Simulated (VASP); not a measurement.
Wanted: the native input for a VASP 6.6.1 run.

```
Task                               : single point
Functional                         : HSE06
Potentials or basis                : VASP PAW PBE potentials, release 64 (Sr_sv, O)
Cutoff                             : 520 eV
k mesh                             : 6 × 6 × 6
Occupations                        : gaussian, width 0.01 eV
Spin                               : no spin polarisation
Dipole correction                  : no
Grid for exact exchange (PRECFOCK) : Normal
Further INCAR settings             : ALGO = Normal; EDIFF = 1e-06; NBANDS = 15
Share of exact exchange            : 0.25
Screening parameter                : 0.2079 1/Å
```

The system is SrO.

```
CELL_PARAMETERS angstrom
0.00000 2.49269 2.62973
2.49269 0.00000 2.62973
2.49269 2.49269 0.00000
ATOMIC_POSITIONS crystal
Sr 0.00000 0.00000 0.00000
O 0.50000 0.50000 0.50000
```

This cell differs from its parent crystal: epitaxial xy strain -3.4%.

These files were run (other wordings do the same):

POSCAR

```
SrO
1.0
    0.0000000000      2.4926919659      2.6297333939
    2.4926919659      0.0000000000      2.6297333939
    2.4926919659      2.4926919659      0.0000000000
Sr O
1 1
Direct
    0.0000000000      0.0000000000      0.0000000000
    0.5000000000      0.5000000000      0.5000000000
```

INCAR.step1

```
ALGO = Normal ; EDIFF = 1E-5
ENCUT = 520 ; GGA = PE
ISIF = 2 ; ISMEAR = 0
LASPH = True ; LCHARG = False
LREAL = False ; LWAVE = True
NBANDS = 15 ; NELM = 60
PREC = Accurate ; SIGMA = 0.01
```

INCAR.step2

```
ALGO = Normal ; EDIFF = 1E-6
ENCUT = 520 ; GGA = PE
HFSCREEN = 0.2079 ; ISIF = 2
ISMEAR = 0 ; ISTART = 1
LASPH = True ; LCHARG = False
LHFCALC = True ; LREAL = False
LWAVE = False ; NBANDS = 15
NELM = 60 ; PREC = Accurate
PRECFOCK = Normal ; SIGMA = 0.01
```

KPOINTS

```
k-points
0
Gamma
  6 6 6
```

Potentials or basis: VASP PAW PBE potentials, release 64 (Sr_sv, O).

The run is started by

```console
$ cat potpaw_PBE.64/Sr_sv/POTCAR potpaw_PBE.64/O/POTCAR > POTCAR
$ cp INCAR.step1 INCAR
$ mpirun -np 1 vasp_std > vasp.out
$ cp INCAR.step2 INCAR
$ mpirun -np 1 vasp_std > vasp.out
```

It gave:

```yaml
Pressure: 6.1 GPa
Band_gap_on_the_k_mesh: 4.62 eV (least direct gap 4.65 eV)
```

Caveat: the cell differs from its parent crystal (epitaxial xy strain -3.4%); the stress differs along the axes, from 0 to 9 GPa; the PAW data sets were made with another functional, which shifts forces and pressure a little.

It took 110 min on 1 thread of Intel Xeon 8259CL, with other jobs on the host, peak memory 0.29 GiB.
